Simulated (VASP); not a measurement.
The system is Al.

```
Al
1.0
     0.00000    2.06452    2.06452
     2.06452    0.00000    2.06452
     2.06452    2.06452    0.00000
Al
1
Direct
  0.00000 0.00000 0.00000
```

Base run:

```yaml
Program: VASP 6.6.1
Functional: PBEsol
Dispersion: D4
Potentials_or_basis: VASP PAW PBE potentials, release 64 (Al)
Cutoff: 520 eV
k_mesh: 11 × 11 × 11
Occupations: fermi-dirac, width 0.05 eV
Spin: no spin polarisation
```

Its results: pressure -7.3 GPa.

Problem. After a change of settings the same cell gave: pressure -8.9 GPa. Which change was it?
A. functional from PBEsol to PBE exchange alone; dispersion from D4 to none
B. functional from PBEsol to SVWN5; dispersion from D4 to none
C. dispersion from D4 to none; further incar settings from ALGO = Normal; EDIFF = 1e-06; NBANDS = 8 to ALGO = Normal; EDIFF = 1e-07; NBANDS = 8
D. functional from PBEsol to r2SCAN; dispersion from D4 to D3(BJ)

Solution. D.

Caveats: the PAW data sets were made with another functional, which shifts forces and pressure a little; pairwise dispersion overbinds metals, which lowers pressure and volume.
